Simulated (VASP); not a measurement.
# Ga17N16 (a cell with a defect) in VASP: single point with PBE

Aim: the single point of Ga17N16 (a cell with a defect) with PBE.

Program: VASP 6.6.1. These are calculated values, not measurements. Logs are shortened: lines on timing, memory, paths and dates and some standing lists are left out, and cuts for length are marked.

### 1 The cell of the first run

The cell holds a defect, 33 atoms: a = 7.878 Å, b = 7.878 Å, c = 7.878 Å, α = 109.47°, β = 109.47°, γ = 109.47°.

### 2 Single point, PBE, collinear spin (with an interstitial atom, then relaxed in part)

Input file INCAR:

```
PREC = Accurate
ENCUT = 520
EDIFF = 1E-6
ISMEAR = 0
SIGMA = 0.01
LREAL = Auto
LASPH = T
NELM = 150
ALGO = Normal
ISIF = 2
LWAVE = F
LCHARG = F
ISPIN = 2
MAGMOM = 0 0 0 0.091 0 0 0 0 0.091 0.091 0 0 0.091 0 0 0 0.091 0 0 0.091 0 0 0 0 0 0.091 0.091 0.091 0 0.091 0.091 0 0
LORBIT = 11
GGA = PE
NBANDS = 176
KPAR = 2
```

Input file KPOINTS:

```
Automatic mesh
0
Gamma
  2 2 2
  0.5 0.5 0.5
```

Input file POSCAR:

```
Ga17N16
1.0
   -4.5484769843     -4.5484769843      4.5484769843
    4.5484769843      4.5484769843      4.5484769843
   -4.5484769843      4.5484769843     -4.5484769843
Ga N
17 16
Direct
    0.7410407110      0.5069553690      0.7460079269
    0.0002321956      0.5110049307      0.5015830655
    0.7397550195      0.7360147633      0.4924188375
    0.2494730375      0.5018319470      0.2515310586
    0.0002012629      0.7472023279      0.2650185509
    0.7473807401      0.0008103092      0.2582897698
    0.5076167636      0.5064892190      0.0050919743
    0.2602718749      0.7671857232      0.0059444482
    0.0010286614     -0.0240823767      0.0475788336
    0.7496503943      0.2529773499      0.0027391138
    0.5037473134      0.7525272076      0.7519647330
    0.2593154685     -0.0033194680      0.7528132293
    0.0019161980      0.3751858943      0.7484267593
    0.4924301488     -0.0013376072      0.4975703432
    0.2537222511      0.2539441386      0.5114909654
    0.4964958976      0.2489199634      0.2485214246
   -0.0043337370      0.1564947506     -0.1321469463
    0.0004836540      0.7317459271      0.0152181495
    0.2617619435      0.7525453965      0.7519756628
   -0.0006512214     -0.0820776305      0.7525673531
    0.5007556522      0.7527794421      0.5027303033
    0.2464218464      0.0002749047      0.5035900546
    0.0005559767      0.2517157349      0.4902206718
    0.7538135443      0.7539250549      0.2570660475
    0.5019970894      0.0080398168      0.2562217915
    0.2519621413      0.2491226680      0.2585260203
   -0.0000187835      0.4995439709      0.2541985331
    0.7488337002     -0.0023923441      0.0065152713
    0.4986463516      0.2521646141      0.0020695236
    0.2819557423      0.5356004998      0.0241475657
    0.7184424498      0.2532970026      0.7424411584
    0.4991519992      0.5065206178      0.7546732563
    0.7386442451      0.4904402407      0.4901763379
```

Potentials or basis: VASP PAW PBE potentials, release 64 (Ga_d, N).

On the command line:

```
$ cat potpaw_PBE.64/Ga_d/POTCAR potpaw_PBE.64/N/POTCAR > POTCAR
$ mpirun -np 4 vasp_std > vasp.out
```

OUTCAR:

```text
PREC = Accurate
   ENCUT = 520
   EDIFF = 1E-6
   ISMEAR = 0
   LREAL = Auto
   LASPH = T
   NELM = 150
   ISIF = 2
   ISPIN = 2
   LORBIT = 11
   GGA = PE

 ion  position               nearest neighbor table
   1  0.741  0.507  0.746-  32 1.93  31 1.94  33 1.97  18 2.00  13 2.59
   2  0.000  0.511  0.502-  27 1.92  33 1.98  19 1.98  23 2.02  13 2.51
   3  0.740  0.736  0.492-  33 1.93  20 1.93  24 1.94  21 1.96
   4  0.249  0.502  0.252-  27 1.97  21 1.98  30 1.98  26 2.02  17 2.72
   5  0.000  0.747  0.265-  27 1.92  18 1.93  22 1.94  24 1.94   9 2.87
   6  0.747  0.001  0.258-  23 1.94  25 1.95  24 1.96  28 1.98
   7  0.508  0.506  0.005-  30 1.91  32 1.95  24 1.96  29 1.97
   8  0.260  0.767  0.006-  25 1.93  30 1.94  19 1.97  18 2.00  13 2.58
   9  0.001  0.976  0.048-  18 1.85  26 1.97  28 1.98  20 2.21  17 2.32   5 2.87
  10  0.750  0.253  0.003-  27 1.97  29 1.97  31 1.98  28 2.02  17 2.70
  11  0.504  0.753  0.752-  19 1.91  32 1.93  21 1.96  28 1.96
  12  0.259  0.997  0.753-  19 1.93  20 1.93  22 1.94  29 1.96
  13  0.002  0.375  0.748-  23 1.93  30 2.07  31 2.09  17 2.22   2 2.51   8 2.58   1 2.59
  14  0.492  0.999  0.498-  31 1.91  25 1.95  22 1.96  21 1.97
  15  0.254  0.254  0.511-  23 1.94  32 1.95  22 1.96  26 1.98
  16  0.496  0.249  0.249-  33 1.90  25 1.93  26 1.95  29 1.96
  17  0.996  0.156  0.868-  20 1.81  13 2.22   9 2.32  10 2.70   4 2.72
  18  0.000  0.732  0.015-   9 1.85   5 1.93   8 2.00   1 2.00
  19  0.262  0.753  0.752-  11 1.91  12 1.93   8 1.97   2 1.98
  20  0.999  0.918  0.753-  17 1.81  12 1.93   3 1.93   9 2.21
  21  0.501  0.753  0.503-  11 1.96   3 1.96  14 1.97   4 1.98
  22  0.246  0.000  0.504-   5 1.94  12 1.94  14 1.96  15 1.96
  23  0.001  0.252  0.490-  13 1.93  15 1.94   6 1.94   2 2.02
[... 8 lines left out ...]
  32  0.499  0.507  0.755-   1 1.93  11 1.93  15 1.95   7 1.95
  33  0.739  0.490  0.490-  16 1.90   3 1.93   1 1.97   2 1.98

  LATTYP: Found a body centered cubic cell.
 ALAT       =     9.0969539686

  Lattice vectors:

 A1 = (  -4.5484769843,  -4.5484769843,   4.5484769843)
 A2 = (   4.5484769843,   4.5484769843,   4.5484769843)
 A3 = (  -4.5484769843,   4.5484769843,  -4.5484769843)

Analysis of symmetry for initial positions (statically):
=====================================================================
 Subroutine PRICEL returns:
 Original cell was already a primitive cell.

 Routine SETGRP: Setting up the symmetry group for a
 body centered cubic supercell.

 Subroutine GETGRP returns: Found  1 space group operations
 (whereof  1 operations were pure point group operations)
 out of a pool of 48 trial point group operations.

The static configuration has the point symmetry C_1 .

Analysis of symmetry for dynamics (positions and initial velocities):
=====================================================================
 Subroutine PRICEL returns:
 Original cell was already a primitive cell.

 Routine SETGRP: Setting up the symmetry group for a
 body centered cubic supercell.

 Subroutine GETGRP returns: Found  1 space group operations
 (whereof  1 operations were pure point group operations)
 out of a pool of 48 trial point group operations.

The dynamic configuration has the point symmetry C_1 .

Analysis of structural, dynamic, and magnetic symmetry:
=====================================================================
 Subroutine PRICEL returns:
 Original cell was already a primitive cell.

 Routine SETGRP: Setting up the symmetry group for a
 body centered cubic supercell.

 Subroutine GETGRP returns: Found  1 space group operations
 (whereof  1 operations were pure point group operations)
 out of a pool of 48 trial point group operations.

The overall configuration has the point symmetry C_1 .

 Subroutine INISYM returns: Found  1 space group operations
 (whereof  1 operations are pure point group operations),
 and found     1 'primitive' translations

----------------------------------------------------------------------------------------

                                     Primitive cell

  volume of cell :     376.4073

  direct lattice vectors                    reciprocal lattice vectors
    -4.548476984 -4.548476984  4.548476984    -0.109926906  0.000000000  0.109926906
     4.548476984  4.548476984  4.548476984     0.000000000  0.109926906  0.109926906
    -4.548476984  4.548476984 -4.548476984    -0.109926906  0.109926906  0.000000000

  length of vectors
[... 97 lines left out ...]
 Found      4 irreducible k-points:

 Following reciprocal coordinates:
            Coordinates               Weight
  0.250000  0.250000  0.250000      2.000000
 -0.250000  0.250000  0.250000      2.000000
  0.250000 -0.250000  0.250000      2.000000
  0.250000  0.250000 -0.250000      2.000000
   k-points           NKPTS =      4   k-points in BZ     NKDIM =      4   number of bands    NBANDS=    176
   number of dos      NEDOS =    301   number of ions     NIONS =     33
   total plane-waves  NPLWV = 216000
   dimension x,y,z NGX =    60 NGY =   60 NGZ =   60
   dimension x,y,z NGXF=   120 NGYF=  120 NGZF=  120
   ions per type =              17  16
   NGX,Y,Z   is equivalent  to a cutoff of  12.66, 12.66, 12.66 a.u.
   NGXF,Y,Z  is equivalent  to a cutoff of  25.32, 25.32, 25.32 a.u.
 SYSTEM =  unknown system
   PREC   = accura    normal or accurate (medium, high low for compatibility)
   ISTART =      0    job   : 0-new  1-cont  2-samecut
   ICHARG =      2    charge: 1-file 2-atom 10-const
   ISPIN  =      2    spin polarized calculation?
   LNONCOLLINEAR =      F non collinear calculations
   LSORBIT =      F    spin-orbit coupling
   LASPH  =      T    aspherical Exc in radial PAW
   ENCUT  =  520.0 eV  38.22 Ry    6.18 a.u.  14.65 14.65 14.65*2*pi/ulx,y,z
   NELM   =    150;   NELMIN=  2; NELMDL= -5     # of ELM steps
   EDIFF  = 0.1E-05   stopping-criterion for ELM
   LREAL  =      T    real-space projection
   EDIFFG = 0.1E-04   stopping-criterion for IOM
   NSW    =      0    number of steps for IOM
   IBRION =     -1    ionic relax: 0-MD 1-quasi-New 2-CG
   NFREE  =      0    steps in history (QN), initial steepest desc. (CG)
   ISIF   =      2    stress and relaxation
   ISYM   =      2    0-nonsym 1-usesym 2-fastsym
   POTIM  = 0.5000    time-step for ionic-motion
   TEBEG  =    0.0;   TEEND  =   0.0 temperature during run
   PSTRESS=    0.0 pullay stress
   NELECT =     301.0000    total number of electrons
   NUPDOWN=      -1.0000    fix difference up-down
   EMIN   =  10.00;   EMAX   =-10.00  energy-range for DOS
   EFERMI =   0.00;   METHOD = LEGACY
   ISMEAR =     0;   SIGMA  =   0.01  broadening in eV -4-tet -1-fermi 0-gaus
   EFERMI_NEDOS =   21; number of points for ismear=-14 and -15
   IALGO  =     38    algorithm
   IMIX   =      4    mixing-type and parameters
     AMIX     =   0.40;   BMIX     =  1.00
     AMIX_MAG =   1.60;   BMIX_MAG =  1.00
  volume/ion in A,a.u.               =      11.41        76.97
  Fermi-wavevector in a.u.,A,eV,Ry     =   1.519536  2.871507 31.415712  2.308990
  Thomas-Fermi vector in A             =   2.628509
   LORBIT       =     11    0 simple, 1 ext, 2 COOP (PROOUT), +10 PAW based schemes
   GGA     = PE    functional components
   LHFCALC =     F    Hartree Fock is set to
   AEXX    =    0.0000 exact exchange contribution
   IVDW    =     0    specifies the selected vdW correction
   LEPSILON=     F    determine dielectric tensor
   LRPA    =     F    only Hartree local field effects (RPA)
 spin polarized calculation
 Gauss-broadening in eV      SIGMA  =   0.01
  energy-cutoff  :      520.00
  volume of cell :      376.41
 maximum number of plane-waves:     10168
 NGX is ok and might be reduce to    60
   NGX = 29   NGY = 29   NGZ = 29

 number of electron     301.0000024 magnetization       0.9998005

 Free energy of the ion-electron system (eV)
  ---------------------------------------------------
  ext. energy  EPLUGINS =         0.00000000
  ---------------------------------------------------
  free energy    TOTEN  =      -188.38632211 eV

  energy without entropy =     -188.38632211  energy(sigma->0) =     -188.38632211

 E-fermi :   7.8060     XC(G=0): -11.7646

 val. band max:        7.6940291106   @ k =   0.2500   0.2500   0.2500
 cond. band min:       7.9839871747   @ k =  -0.2500   0.2500   0.2500
 fundamental gap:      0.2899580641
 Fermi energy:         7.8060284354

 spin component 1

 k-point     1 :       0.2500    0.2500    0.2500
  band No.  band energies     occupation
      1     -10.1970      1.00000
      2     -10.0516      1.00000
      3      -9.9956      1.00000
      4      -9.9799      1.00000
      5      -9.7507      1.00000
      6      -9.6609      1.00000
[... 649 lines left out ...]
    161      10.7243      0.00000
    162      10.9546      0.00000
 Fermi energy:         7.8060284354

 spin component 2

 k-point     1 :       0.2500    0.2500    0.2500
  band No.  band energies     occupation
      1     -10.1656      1.00000
      2     -10.0235      1.00000
      3      -9.9729      1.00000
      4      -9.9472      1.00000
      5      -9.7344      1.00000
      6      -9.6388      1.00000
[... 649 lines left out ...]
    161      10.7658      0.00000
    162      11.0006      0.00000
 [bands above 162 left out]

------------------------ aborting loop because EDIFF is reached ----------------------------------------

  FORCE on cell =-STRESS in cart. coord.  units (eV):
  Direction    XX          YY          ZZ          XY          YZ          ZX
  --------------------------------------------------------------------------------------
  -------------------------------------------------------------------------------------
  Total       27.4745973     25.4536713     27.5223373      6.4164471      6.6346911      7.5374012
  in kB      116.9456094    108.3435393    117.1488149     27.3116039     28.2405594     32.0829446
  external PRESSURE =     114.1459879 kB  Pullay stress =       0.0000000 kB

 VOLUME and BASIS-vectors are now :
 -----------------------------------------------------------------------------
  energy-cutoff  :      520.00
  volume of cell :      376.41
      direct lattice vectors                 reciprocal lattice vectors
    -4.548476984 -4.548476984  4.548476984    -0.109926906  0.000000000  0.109926906
     4.548476984  4.548476984  4.548476984     0.000000000  0.109926906  0.109926906
    -4.548476984  4.548476984 -4.548476984    -0.109926906  0.109926906  0.000000000

 POSITION                                       TOTAL-FORCE (eV/Angst)
 -----------------------------------------------------------------------------------
     -4.45793      2.32847      2.28328        -0.003092     -0.002200     -0.013686
      0.04180      4.60468      0.04391         0.017691     -0.000440      0.018455
     -2.25677      2.22274      4.47275         0.002346     -0.006068     -0.003186
      0.00377      2.29193      2.27321         0.007829     -0.008094     -0.003432
      2.19229      4.60315      2.19412         0.001214     -0.003536      0.000108
     -4.57058     -2.22093      2.22830        -0.007085      0.008956     -0.005921
[... 25 lines left out ...]
     -3.39910      3.46613      1.14166        -0.001064      0.001320      0.002220
     -3.35851      1.10061      3.36091         0.011366     -0.005323     -0.006723
 -----------------------------------------------------------------------------------
    total drift:                                0.001756      0.001853      0.002339

  FREE ENERGIE OF THE ION-ELECTRON SYSTEM (eV)
  ---------------------------------------------------
  free  energy   TOTEN  =      -188.3863221114 eV

  energy  without entropy=     -188.3863221114  energy(sigma->0) =     -188.38632211

 total charge

# of ion       s       p       d       tot
------------------------------------------
    1        0.786   0.895  10.188  11.869
    2        0.787   0.884  10.176  11.847
    3        0.792   0.915  10.191  11.897
    4        0.778   0.844  10.155  11.777
    5        0.797   0.937  10.198  11.932
    6        0.787   0.880  10.173  11.839
[... 25 lines left out ...]
   32        1.227   2.527   0.000   3.754
   33        1.237   2.516   0.000   3.753
--------------------------------------------------
tot         33.687  55.214 172.908 261.809

 magnetization (x)

# of ion       s       p       d       tot
------------------------------------------
    1       -0.001   0.002   0.009   0.010
    2       -0.000   0.004   0.011   0.015
    3        0.002   0.003   0.002   0.007
    4        0.002   0.003   0.001   0.007
    5        0.002   0.004   0.002   0.008
    6        0.002   0.003   0.002   0.007
[... 25 lines left out ...]
   32       -0.000   0.000   0.000   0.000
   33        0.010   0.028   0.000   0.039
--------------------------------------------------
tot          0.214   0.441   0.062   0.717
```

Wall time 6.8 min (4 MPI ranks of Intel Xeon Platinum 8488C (Sapphire Rapids), shared host); peak memory 0.53 GiB.

Results:

- Free energy: -188.3863 eV
- Pressure: 11.4 GPa
- Largest force: 0.037 eV/Å
- Band gap on the k mesh: 0.29 eV
- Net moment: 1.00 μB per cell
- Site moments: Ga +0.01, +0.02, +0.22, -0.00 (each value once); N +0.03, +0.04, +0.00, +0.01, +0.06 (each value once) μB
- Valence electrons inside the program's atomic spheres: Ga 11.87, 11.85, 11.90, 11.78, 11.93, 11.84, 11.86, 11.91, 11.89, 11.92, 12.04 (each value once); N 3.75, 3.76, 3.73, 3.74, 3.71 (each value once)

Forces on the atoms (eV/Å):
```
Ga  -0.003 -0.002 -0.014
Ga   0.018  0.000  0.018
Ga   0.002 -0.006 -0.003
Ga   0.008 -0.008 -0.003
Ga   0.001 -0.004  0.000
Ga  -0.007  0.009 -0.006
Ga   0.006  0.008 -0.009
Ga  -0.013 -0.001 -0.005
Ga  -0.024  0.006 -0.028
Ga  -0.005 -0.008  0.007
Ga   0.009  0.003 -0.012
Ga  -0.003 -0.005  0.003
Ga   0.009  0.007  0.004
Ga  -0.008  0.008  0.007
Ga  -0.004  0.006 -0.007
Ga  -0.014  0.004  0.009
Ga   0.006 -0.016  0.017
N    0.009  0.019  0.010
N   -0.007 -0.005  0.011
N    0.011 -0.001  0.006
N   -0.004  0.003  0.002
N    0.001  0.005 -0.005
N   -0.004 -0.026 -0.002
N   -0.005  0.005  0.000
N    0.003  0.002 -0.002
N   -0.014 -0.005  0.003
N    0.005  0.009  0.004
N    0.002 -0.004 -0.015
N    0.003  0.004 -0.004
N   -0.014 -0.002  0.028
N    0.027 -0.001 -0.013
N   -0.001  0.001  0.002
N    0.011 -0.005 -0.007
```

Stress tensor (GPa, compression positive):
```
11.69  2.73  3.21
 2.73 10.83  2.82
 3.21  2.82 11.71
```

Levels at points of the mesh, in eV from the valence-band top:
Spin up:
```
           k point  band 148  band 149  band 150  band 151  band 152  band 153  band 154  band 155
(0.25, 0.25, 0.25)     -2.74     -2.71     -0.84      0.00      0.67      1.25      1.43      1.54
```
Spin down:
| k point | band 146 | band 147 | band 148 | band 149 | band 150 | band 151 | band 152 | band 153 | band 154 | band 155 |
| --- | --- | --- | --- | --- | --- | --- | --- | --- | --- | --- |
| (0.25, 0.25, 0.25) | -2.84 | -2.77 | -2.70 | -2.68 | -0.77 | 0.58 | 0.73 | 1.29 | 1.52 | 1.59 |

Caveat: the cell differs from its parent crystal (with an interstitial atom, then relaxed in part).
